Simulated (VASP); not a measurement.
# KF (P6_3/mmc) in VASP: further runs

KF is run at these levels: PBE; tasks: single point, relaxation of cell and atoms.

All numbers are computed with VASP 6.6.1; they aren't measurements. Logs are shortened: lines on timing, memory, paths and dates and some standing lists are left out, and cuts for length are marked.

## Step 1: The cell of the first run

Symmetry: P6_3/mmc, No. 194, hexagonal system. The conventional cell has a = 3.783 Å, b = 3.783 Å, c = 12.857 Å, α = 90.00°, β = 90.00°, γ = 120.00°. Within 3.6 Å of K (site symmetry -6m2) lie 6 F at 2.72 Å. K (site symmetry -3m) has 6 F at 2.70 Å within 3.6 Å. F (site symmetry 3m) has 6 K at 2.70 to 2.72 Å and 1 F at 3.26 Å within 3.6 Å.

## Step 2: Single point, PBE

Contents of INCAR:

```
ALGO = Normal
EDIFF = 1E-6
ENCUT = 520
GGA = PE
ISIF = 2
ISMEAR = 0
LASPH = True
LCHARG = False
LREAL = False
LWAVE = False
NBANDS = 42
NELM = 80
PREC = Accurate
SIGMA = 0.1
```

Contents of KPOINTS:

```
k-points
0
Gamma
  6 6 1
```

Contents of POSCAR:

```
KF
1.0
    3.7827764705      0.0000000000      0.0000000000
   -1.8913882352      3.2759805203      0.0000000000
    0.0000000000      0.0000000000     12.8568264787
K F
4 4
Direct
    0.3333333333      0.6666666667      0.2500000000
    0.6666666667      0.3333333333      0.7500000000
    0.0000000000      0.0000000000      0.0000000000
    0.0000000000      0.0000000000      0.5000000000
    0.3333333333      0.6666666667      0.6232732861
    0.6666666667      0.3333333333      0.1232732861
    0.3333333333      0.6666666667      0.8767267139
    0.6666666667      0.3333333333      0.3767267139
```

Potentials or basis: VASP PAW PBE potentials, release 64 (K_sv, F).

Launch:

```bash
$ cat potpaw_PBE.64/K_sv/POTCAR potpaw_PBE.64/F/POTCAR > POTCAR
$ mpirun -np 1 vasp_std > vasp.out
```

OUTCAR:

```text
EDIFF = 1E-6
   ENCUT = 520
   GGA = PE
   ISIF = 2
   ISMEAR = 0
   LASPH = True
   LREAL = False
   NELM = 80
   PREC = Accurate

 ion  position               nearest neighbor table
   1  0.333  0.667  0.250-   6 2.72   8 2.72   6 2.72   8 2.72   6 2.72   8 2.72
   2  0.667  0.333  0.750-   5 2.72   7 2.72   5 2.72   7 2.72   5 2.72   7 2.72
   3  0.000  0.000  0.000-   6 2.70   7 2.70   7 2.70   6 2.70   6 2.70   7 2.70
   4  0.000  0.000  0.500-   5 2.70   8 2.70   5 2.70   8 2.70   8 2.70   5 2.70
   5  0.333  0.667  0.623-   4 2.70   4 2.70   4 2.70   2 2.72   2 2.72   2 2.72
   6  0.667  0.333  0.123-   3 2.70   3 2.70   3 2.70   1 2.72   1 2.72   1 2.72
   7  0.333  0.667  0.877-   3 2.70   3 2.70   3 2.70   2 2.72   2 2.72   2 2.72
   8  0.667  0.333  0.377-   4 2.70   4 2.70   4 2.70   1 2.72   1 2.72   1 2.72

  LATTYP: Found a hexagonal cell.
 ALAT       =     3.7827764705
 C/A-ratio  =     3.3987803876

  Lattice vectors:

 A1 = (   3.7827764705,   0.0000000000,   0.0000000000)
 A2 = (  -1.8913882352,   3.2759805203,   0.0000000000)
 A3 = (   0.0000000000,   0.0000000000,  12.8568264787)

Analysis of symmetry for initial positions (statically):
=====================================================================
 Subroutine PRICEL returns:
 Original cell was already a primitive cell.

 Routine SETGRP: Setting up the symmetry group for a
 hexagonal supercell.

 Subroutine GETGRP returns: Found 24 space group operations
 (whereof 12 operations were pure point group operations)
 out of a pool of 24 trial point group operations.

The static configuration has the point symmetry D_3d.
 The point group associated with its full space group is D_6h.

Analysis of symmetry for dynamics (positions and initial velocities):
=====================================================================
 Subroutine PRICEL returns:
 Original cell was already a primitive cell.

 Routine SETGRP: Setting up the symmetry group for a
 hexagonal supercell.

 Subroutine GETGRP returns: Found 24 space group operations
 (whereof 12 operations were pure point group operations)
 out of a pool of 24 trial point group operations.

The dynamic configuration has the point symmetry D_3d.
 The point group associated with its full space group is D_6h.

 Subroutine INISYM returns: Found 24 space group operations
 (whereof 12 operations are pure point group operations),
 and found     1 'primitive' translations
[... 92 lines left out ...]
   NSW    =      0    number of steps for IOM
   IBRION =     -1    ionic relax: 0-MD 1-quasi-New 2-CG
   NFREE  =      0    steps in history (QN), initial steepest desc. (CG)
   ISIF   =      2    stress and relaxation
   ISYM   =      2    0-nonsym 1-usesym 2-fastsym
   POTIM  = 0.5000    time-step for ionic-motion
   TEBEG  =    0.0;   TEEND  =   0.0 temperature during run
   PSTRESS=    0.0 pullay stress
   NELECT =      64.0000    total number of electrons
   NUPDOWN=      -1.0000    fix difference up-down
   EMIN   =  10.00;   EMAX   =-10.00  energy-range for DOS
   EFERMI =   0.00;   METHOD = LEGACY
   ISMEAR =     0;   SIGMA  =   0.10  broadening in eV -4-tet -1-fermi 0-gaus
   EFERMI_NEDOS =   21; number of points for ismear=-14 and -15
   IALGO  =     38    algorithm
   IMIX   =      4    mixing-type and parameters
     AMIX     =   0.40;   BMIX     =  1.00
     AMIX_MAG =   1.60;   BMIX_MAG =  1.00
  volume/ion in A,a.u.               =      19.92       134.40
  Fermi-wavevector in a.u.,A,eV,Ry     =   1.207924  2.282645 19.851990  1.459080
  Thomas-Fermi vector in A             =   2.343547
   LORBIT       =      0    0 simple, 1 ext, 2 COOP (PROOUT), +10 PAW based schemes
   GGA     = PE    functional components
   LHFCALC =     F    Hartree Fock is set to
   AEXX    =    0.0000 exact exchange contribution
   IVDW    =     0    specifies the selected vdW correction
   LEPSILON=     F    determine dielectric tensor
   LRPA    =     F    only Hartree local field effects (RPA)
 non-spin polarized calculation
 Gauss-broadening in eV      SIGMA  =   0.10
  energy-cutoff  :      520.00
  volume of cell :      159.33
 maximum number of plane-waves:      4312
   NGX = 15   NGY = 15   NGZ = 47

 number of electron      63.9999998 magnetization

 Free energy of the ion-electron system (eV)
  ---------------------------------------------------
  ext. energy  EPLUGINS =         0.00000000
  ---------------------------------------------------
  free energy    TOTEN  =       -33.05549591 eV

  energy without entropy =      -33.05549591  energy(sigma->0) =      -33.05549591

 E-fermi :  -2.2630     XC(G=0):  -8.2120

 val. band max:       -2.7607146063   @ k =   0.0000   0.0000   0.0000
 cond. band min:       2.9604346362   @ k =   0.0000   0.0000   0.0000
 fundamental gap:      5.7211492425
 Fermi energy:        -2.2630446886

 k-point     1 :       0.0000    0.0000    0.0000
  band No.  band energies     occupation
      1     -29.2726      2.00000
      2     -29.2678      2.00000
      3     -29.0372      2.00000
      4     -29.0320      2.00000
      5     -21.5570      2.00000
      6     -21.5410      2.00000
[... 304 lines left out ...]
     41       8.1205      0.00000
     42       8.1583      0.00000

------------------------ aborting loop because EDIFF is reached ----------------------------------------

  FORCE on cell =-STRESS in cart. coord.  units (eV):
  Direction    XX          YY          ZZ          XY          YZ          ZX
  --------------------------------------------------------------------------------------
  -------------------------------------------------------------------------------------
  Total       -0.0247614     -0.0247614     -0.0144603     -0.0000000      0.0000000     -0.0000000
  in kB       -0.2490007     -0.2490007     -0.1454127     -0.0000000      0.0000000     -0.0000000
  external PRESSURE =      -0.2144714 kB  Pullay stress =       0.0000000 kB

 VOLUME and BASIS-vectors are now :
 -----------------------------------------------------------------------------
  energy-cutoff  :      520.00
  volume of cell :      159.33
      direct lattice vectors                 reciprocal lattice vectors
     3.782776470  0.000000000  0.000000000     0.264356091  0.152626060  0.000000000
    -1.891388235  3.275980520  0.000000000     0.000000000  0.305252120  0.000000000
     0.000000000  0.000000000 12.856826479     0.000000000  0.000000000  0.077779692

 POSITION                                       TOTAL-FORCE (eV/Angst)
 -----------------------------------------------------------------------------------
     -0.00000      2.18399      3.21421        -0.000000     -0.000000      0.000000
      1.89139      1.09199      9.64262         0.000000      0.000000      0.000000
      0.00000      0.00000      0.00000         0.000000      0.000000      0.000000
      0.00000      0.00000      6.42841         0.000000      0.000000      0.000000
     -0.00000      2.18399      8.01332         0.000000      0.000000      0.004606
      1.89139      1.09199      1.58490        -0.000000      0.000000      0.004606
     -0.00000      2.18399     11.27192         0.000000     -0.000000     -0.004606
      1.89139      1.09199      4.84351        -0.000000      0.000000     -0.004606
 -----------------------------------------------------------------------------------
    total drift:                                0.000000      0.000000      0.000000

  FREE ENERGIE OF THE ION-ELECTRON SYSTEM (eV)
  ---------------------------------------------------
  free  energy   TOTEN  =       -33.0554959060 eV

  energy  without entropy=      -33.0554959060  energy(sigma->0) =      -33.05549591
```

OSZICAR:

```text
N       E                     dE             d eps       ncg     rms          rms(c)
DAV:   1     0.566646656356E+03    0.56665E+03   -0.32619E+04   588   0.145E+03
DAV:   2     0.101722517672E+01   -0.56563E+03   -0.54504E+03   754   0.418E+02
DAV:   3    -0.343698487848E+02   -0.35387E+02   -0.35210E+02   734   0.972E+01
DAV:   4    -0.382141104524E+02   -0.38443E+01   -0.38378E+01  1016   0.189E+01
DAV:   5    -0.382775418996E+02   -0.63431E-01   -0.63426E-01   758   0.299E+00    0.126E+01
DAV:   6    -0.331543761912E+02    0.51232E+01   -0.21192E+01   690   0.206E+01    0.692E+00
DAV:   7    -0.330888086427E+02    0.65568E-01   -0.11011E+00   792   0.434E+00    0.493E+00
DAV:   8    -0.330519486999E+02    0.36860E-01   -0.34477E-01   658   0.387E+00    0.767E-01
DAV:   9    -0.330496256596E+02    0.23230E-02   -0.60657E-02   728   0.110E+00    0.221E-01
DAV:  10    -0.330553092781E+02   -0.56836E-02   -0.10209E-02   724   0.495E-01    0.158E-01
DAV:  11    -0.330553759386E+02   -0.66660E-04   -0.14690E-03   752   0.161E-01    0.289E-02
DAV:  12    -0.330554844021E+02   -0.10846E-03   -0.19619E-04   796   0.665E-02    0.101E-02
DAV:  13    -0.330554947831E+02   -0.10381E-04   -0.19060E-05   736   0.230E-02    0.376E-03
DAV:  14    -0.330554960064E+02   -0.12233E-05   -0.29921E-06   540   0.859E-03    0.128E-03
DAV:  15    -0.330554959060E+02    0.10031E-06   -0.41347E-07   504   0.329E-03
   1 F= -.33055496E+02 E0= -.33055496E+02  d E =-.306377E-13
```

Run time: 92 s. Hardware: 1 thread of Intel Xeon 8259CL, shared host; peak memory 0.26 GiB.

Results:

```yaml
Free_energy: -33.0555 eV
Pressure: 0.0 GPa
Largest_force: 0.005 eV/Å
Band_gap_on_the_k_mesh: 5.72 eV
```

Forces on the atoms (eV/Å):
```
K    0.000  0.000  0.000
K    0.000  0.000  0.000
K    0.000  0.000  0.000
K    0.000  0.000  0.000
F    0.000  0.000  0.005
F    0.000  0.000  0.005
F    0.000  0.000 -0.005
F    0.000  0.000 -0.005
```

Caveat: the k points lie up to 0.49 Å⁻¹ apart.

## Step 3: Relaxation of cell and atoms, PBE

This run uses another cell than the first one: it holds 4 atoms, not 8.

Contents of INCAR:

```
  PREC = Accurate
  ENCUT = 600
  EDIFF = 1E-6
  ISMEAR = 0
  SIGMA = 0.15
  LREAL = F
  LASPH = T
  NELM = 80
  ALGO = Normal
  ISIF = 3
  LWAVE = F
  LCHARG = F
  GGA = PE
  IBRION = 2
  NSW = 36
  EDIFFG = -0.08
```

Contents of KPOINTS:

```
regular mesh
0
Gamma
  5 5 2
```

Contents of POSCAR:

```
KF
1.0
    3.4031100700      0.0000000000      0.0000000000
   -1.7015550400      2.9471797700      0.0000000000
    0.0000000000      0.0000000000      8.3593873100
K F
2 2
Direct
    0.0000000000      0.0000000000      0.5000000000
    0.0000000000      0.0000000000      0.0000000000
    0.6666666700      0.3333333300      0.7500000000
    0.3333333300      0.6666666700      0.2500000000
```

Potentials or basis: VASP PAW PBE potentials, release 64 (K_sv, F).

Launch:

```bash
$ cat potpaw_PBE.64/K_sv/POTCAR potpaw_PBE.64/F/POTCAR > POTCAR
$ mpirun -np 1 vasp_std > vasp.out
```

Run time: 2.8 min. Hardware: 1 thread of Intel Xeon 8259CL, shared host; peak memory 0.24 GiB.

Results (log left out):

```
Free energy                           : -16.4409 eV
Relaxed volume                        : 20.16 Å³/atom
Relaxed cell                          : a = 3.742 Å, b = 3.742 Å, c = 6.652 Å, α = 90.00°, β = 90.00°, γ = 120.00°
Space group after relaxing (to 0.1 Å) : P6_3/mmc (No. 194)
Energy gained by relaxing             : 285.8 meV/atom
Ionic steps                           : 7
Pressure after relaxing               : -0.3 GPa
Band gap on the k mesh                : 5.83 eV
```

Stress tensor (GPa, compression positive):
```
-0.23  0.00  0.00
 0.00 -0.23  0.00
 0.00  0.00 -0.46
```

The path:
```csv
step,energy change (eV),largest force (eV/Å),pressure (GPa),volume (Å³)
1,0.0000,0.0000,-2.58,83.84
2,-0.8221,0.0000,-0.78,79.29
3,-1.0530,0.0000,1.03,76.17
4,-0.8532,0.0000,6.69,68.92
5,-1.0917,0.0000,2.56,73.91
6,-1.1356,0.0000,0.88,77.53
7,-1.1431,0.0000,-0.31,80.66
```

Final structure:
```
K F
1.0
     3.74182    0.00000    0.00000
    -1.87091    3.24051    0.00000
     0.00000    0.00000    6.65179
K F
2 2
Cartesian
  0.0000 0.0000 3.3259
  0.0000 0.0000 0.0000
  1.8709 1.0802 4.9888
  0.0000 2.1603 1.6629
```

Levels at points of the mesh, in eV from the valence-band top:
| k point | band 14 | band 15 | band 16 | band 17 | band 18 | band 19 |
| --- | --- | --- | --- | --- | --- | --- |
| (0.00, 0.00, 0.00) | -0.09 | 0.00 | 0.00 | 5.83 | 8.93 | 8.98 |
| (0.00, 0.00, 0.50) | -0.12 | -0.12 | -0.12 | 7.09 | 7.09 | 9.87 |

Caveat: the k points lie up to 0.47 Å⁻¹ apart in the final cell; a cell axis changed by over 15 % at a fixed basis, so the end point is rough.
